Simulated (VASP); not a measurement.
CsGe3: single point with PBE

Crystal: CsGe3.

```
CELL_PARAMETERS angstrom
5.53822 0.00000 0.00000
-2.76911 4.79624 0.00000
0.00000 0.00000 4.05711
ATOMIC_POSITIONS crystal
Cs 0.00000 0.00000 0.00000
Ge 0.50000 0.00000 0.00000
Ge 0.00000 0.50000 0.00000
Ge 0.50000 0.50000 0.00000
```

The cell was generated, and may not be a known phase.

* Program: VASP 6.6.1
* Task: single point
* Functional: PBE
* Potentials or basis: VASP PAW PBE potentials, release 64 (Cs_sv, Ge_d)
* Cutoff: 520 eV
* k mesh: 6 × 6 × 4
* Occupations: gaussian, width 0.1 eV
* Spin: no spin polarisation

```yaml
Pressure: 15.0 GPa
Band_gap_on_the_k_mesh: zero (an odd number of electrons rules out a gap without spin polarisation)
```

Stress tensor (GPa, compression positive):
```
22.31  0.00  0.00
 0.00 22.31  0.00
 0.00  0.00  0.33
```

Levels at points of the mesh, in eV from the Fermi level:
```
           k point  band 21  band 22  band 23  band 24  band 25  band 26  band 27  band 28  band 29  band 30
(0.00, 0.00, 0.00)    -6.70    -6.70    -4.66    -0.17     1.30     1.33     1.33     3.09     3.09     4.88
(0.50, 0.00, 0.00)    -6.53    -4.90    -3.05    -1.17    -0.29     1.37     1.47     1.53     1.98     2.24
(0.00, 0.00, 0.50)    -6.33    -6.33    -4.34    -2.83     0.70     0.70     1.67     1.67     2.07     2.07
(0.50, 0.00, 0.50)    -6.28    -4.54    -3.02    -2.73    -1.20    -0.90    -0.31     1.69     1.89     3.58
```

It took 66 s on 1 thread of Oxide Virtual Turin-like Processor (shared host), peak memory 0.21 GiB.

Caveat: the k points lie up to 0.39 Å⁻¹ apart, too coarse for converged energies and pressures of a metal; spin-orbit coupling is left out, which moves the levels of the heavy elements; an odd number of electrons without spin polarisation forces a metal; a magnetic or distorted state may lie lower.
